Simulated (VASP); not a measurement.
# Ga (Cmcm) in VASP: a series of runs, part 2 of 2

VASP 6.6.1. The steps go on from the part before.

## (4) Single point, PBEsol (volume scaled by 0.94, then relaxed in part)

Contents of INCAR:

```
SYSTEM = Ga
PREC = Accurate ; ENCUT = 520
EDIFF = 1E-6 ; ISMEAR = 0
SIGMA = 0.1 ; LREAL = .FALSE.
LASPH = .TRUE. ; NELM = 100
ALGO = Fast ; ISIF = 2
LWAVE = .FALSE. ; LCHARG = .FALSE.
GGA = PS ; NBANDS = 20
```

Contents of KPOINTS:

```
Automatic mesh
0
G
  16 16 14
  0 0 0
```

Contents of POSCAR:

```
Ga
1.0
    1.3399402363     -3.8869091181      0.0000000000
    1.3399402363      3.8869091181      0.0000000000
    0.0000000000      0.0000000000      3.2362564164
Ga
2
Direct
    0.8664067822      0.1335932178      0.2500000000
    0.1335932178      0.8664067822      0.7500000000
```

Potentials or basis: VASP PAW PBE potentials, release 64 (Ga_d).

Run with:

```console
$ cat potpaw_PBE.64/Ga_d/POTCAR > POTCAR
$ mpirun -np 1 vasp_std > vasp.out
```

OUTCAR:

```text
SYSTEM = Ga
   PREC = Accurate
   ENCUT = 520
   EDIFF = 1E-6
   ISMEAR = 0
   LREAL = .FALSE.
   LASPH = .TRUE.
   NELM = 100
   ISIF = 2
   GGA = PS

 ion  position               nearest neighbor table
   1  0.866  0.134  0.250-   2 2.63   2 2.63   2 2.77   2 2.77   2 2.77   2 2.77
   2  0.134  0.866  0.750-   1 2.63   1 2.63   1 2.77   1 2.77   1 2.77   1 2.77

  LATTYP: Found a base centered orthorhombic cell.
 ALAT       =     2.6798804726
 B/A-ratio  =     2.9008078217
 C/A-ratio  =     1.2076122236

  Lattice vectors:

 A1 = (   1.3399402363,  -3.8869091181,   0.0000000000)
 A2 = (   1.3399402363,   3.8869091181,   0.0000000000)
 A3 = (   0.0000000000,   0.0000000000,   3.2362564164)

Analysis of symmetry for initial positions (statically):
=====================================================================
 Subroutine PRICEL returns:
 Original cell was already a primitive cell.

 Routine SETGRP: Setting up the symmetry group for a
 base centered orthorhombic supercell.

 Subroutine GETGRP returns: Found  8 space group operations
 (whereof  4 operations were pure point group operations)
 out of a pool of  8 trial point group operations.

The static configuration has the point symmetry C_2h.
 The point group associated with its full space group is D_2h.

Analysis of symmetry for dynamics (positions and initial velocities):
=====================================================================
 Subroutine PRICEL returns:
 Original cell was already a primitive cell.

 Routine SETGRP: Setting up the symmetry group for a
 base centered orthorhombic supercell.

 Subroutine GETGRP returns: Found  8 space group operations
 (whereof  4 operations were pure point group operations)
 out of a pool of  8 trial point group operations.

The dynamic configuration has the point symmetry C_2h.
 The point group associated with its full space group is D_2h.

 Subroutine INISYM returns: Found  8 space group operations
 (whereof  4 operations are pure point group operations),
 and found     1 'primitive' translations

----------------------------------------------------------------------------------------
[... 108 lines left out ...]
   ISMEAR =     0;   SIGMA  =   0.10  broadening in eV -4-tet -1-fermi 0-gaus
   EFERMI_NEDOS =   21; number of points for ismear=-14 and -15
   IALGO  =     68    algorithm
   IMIX   =      4    mixing-type and parameters
     AMIX     =   0.40;   BMIX     =  1.00
     AMIX_MAG =   1.60;   BMIX_MAG =  1.00
  volume/ion in A,a.u.               =      16.86       113.74
  Fermi-wavevector in a.u.,A,eV,Ry     =   1.501338  2.837117 30.667731  2.254015
  Thomas-Fermi vector in A             =   2.612721
   LORBIT       =      0    0 simple, 1 ext, 2 COOP (PROOUT), +10 PAW based schemes
   GGA     = PS    functional components
   LHFCALC =     F    Hartree Fock is set to
   AEXX    =    0.0000 exact exchange contribution
   IVDW    =     0    specifies the selected vdW correction
   LEPSILON=     F    determine dielectric tensor
   LRPA    =     F    only Hartree local field effects (RPA)
 non-spin polarized calculation
 RMM-DIIS sequential band-by-band and
 Gauss-broadening in eV      SIGMA  =   0.10
  energy-cutoff  :      520.00
  volume of cell :       33.71
 maximum number of plane-waves:       921
   NGX = 15   NGY = 15   NGZ = 13

 number of electron      26.0000010 magnetization

 Free energy of the ion-electron system (eV)
  ---------------------------------------------------
  ext. energy  EPLUGINS =         0.00000000
  ---------------------------------------------------
  free energy    TOTEN  =        -6.65760473 eV

  energy without entropy =       -6.65435445  energy(sigma->0) =       -6.65597959

 E-fermi :   6.5284     XC(G=0): -11.6861

 val. band max:        6.5060090954   @ k =   0.1875   0.1250   0.1429
 cond. band min:       6.5369150286   @ k =  -0.3125   0.1250   0.1429
 fundamental gap:      0.0309059331
 Fermi energy:         6.5284263162

 k-point     1 :       0.0000    0.0000    0.0000
  band No.  band energies     occupation
      1      -8.8286      2.00000
      2      -8.8183      2.00000
      3      -8.7634      2.00000
      4      -8.7570      2.00000
      5      -8.4064      2.00000
      6      -8.4028      2.00000
[... 541 lines left out ...]
     19      18.0963      0.00000
     20      19.7107      0.00000

 [... further k-points ...]
[... 5 lines left out ...]
  --------------------------------------------------------------------------------------
  -------------------------------------------------------------------------------------
  Total        0.9674539      0.9855258      0.9720666      0.0000000     -0.0000000      0.0000000
  in kB       45.9809716     46.8398874     46.2001995      0.0000000     -0.0000000      0.0000000
  external PRESSURE =      46.3403528 kB  Pullay stress =       0.0000000 kB

 VOLUME and BASIS-vectors are now :
 -----------------------------------------------------------------------------
  energy-cutoff  :      520.00
  volume of cell :       33.71
      direct lattice vectors                 reciprocal lattice vectors
     1.339940236 -3.886909118  0.000000000     0.373150971 -0.128636916  0.000000000
     1.339940236  3.886909118  0.000000000     0.373150971  0.128636916  0.000000000
     0.000000000  0.000000000  3.236256416     0.000000000  0.000000000  0.308999001

 POSITION                                       TOTAL-FORCE (eV/Angst)
 -----------------------------------------------------------------------------------
      1.33994     -2.84838      0.80906         0.000000     -0.001283     -0.000000
      1.33994      2.84838      2.42719         0.000000      0.001283      0.000000
 -----------------------------------------------------------------------------------
    total drift:                               -0.000000     -0.000000      0.000000

  FREE ENERGIE OF THE ION-ELECTRON SYSTEM (eV)
  ---------------------------------------------------
  free  energy   TOTEN  =        -6.6576047329 eV

  energy  without entropy=       -6.6543544536  energy(sigma->0) =       -6.65597959
```

Run time: 7.8 min. Hardware: 1 thread of Intel Xeon 8259CL, shared host; peak memory 0.41 GiB.

Results:

```yaml
Free_energy: -6.6576 eV
Pressure: 4.6 GPa
Band_gap_on_the_k_mesh: zero (band 13 reaches 10.80 eV, above the bottom of band 14 at 1.59 eV)
```

Levels at points of the mesh, in eV from the Fermi level:
```
           k point  band 10  band 11  band 12  band 13  band 14  band 15  band 16  band 17
(0.00, 0.00, 0.00)   -14.70   -12.11    -2.39    -1.37     1.46     5.41    10.15    10.92
(0.50, 0.00, 0.00)   -14.73    -6.35    -5.62    -1.65     0.19     6.35     6.99     8.96
(0.50, 0.50, 0.00)   -14.77    -9.91    -9.11     3.91     4.86     6.19     6.46     7.91
(0.00, 0.00, 0.50)   -14.78    -8.40    -8.40     1.64     1.64     2.70     2.70    12.58
(0.50, 0.00, 0.50)   -14.73    -2.98    -2.98    -1.84    -1.84     2.05     2.05     4.64
(0.50, 0.50, 0.50)   -14.87    -6.34    -6.34    -4.94    -4.94    11.66    11.66    12.75
```

Caveat: the PAW data sets were made with another functional, which shifts forces and pressure a little.

## (5) The runs side by side

```csv
cell,further INCAR settings,gap on the mesh (eV),pressure (GPa)
"a = 4.047, b = 4.047, c = 3.148 Å, angles 90.0, 90.0, 142.3°, 2 atoms",ALGO = Fast; EDIFF = 1e-07; NBANDS = 20,none,11.1
"a = 4.075, b = 4.075, c = 3.195 Å, angles 90.0, 90.0, 142.0°, 2 atoms",ALGO = Fast; EDIFF = 1e-06; NBANDS = 20,none,7.6
"a = 4.111, b = 4.111, c = 3.236 Å, angles 90.0, 90.0, 142.0°, 2 atoms",ALGO = Fast; EDIFF = 1e-06; NBANDS = 20,none,4.6
```

Alike in all rows: task single point; level PBEsol; potentials or basis VASP PAW PBE potentials, release 64 (Ga_d); no spin polarisation; k mesh 16 × 16 × 14; cutoff (eV) 520; smearing gaussian 0.1 eV.

Caveats: the PAW data sets were made with another functional, which shifts forces and pressure a little.

Total energies depend on the potentials used, so only differences within one code and one set of settings carry meaning.
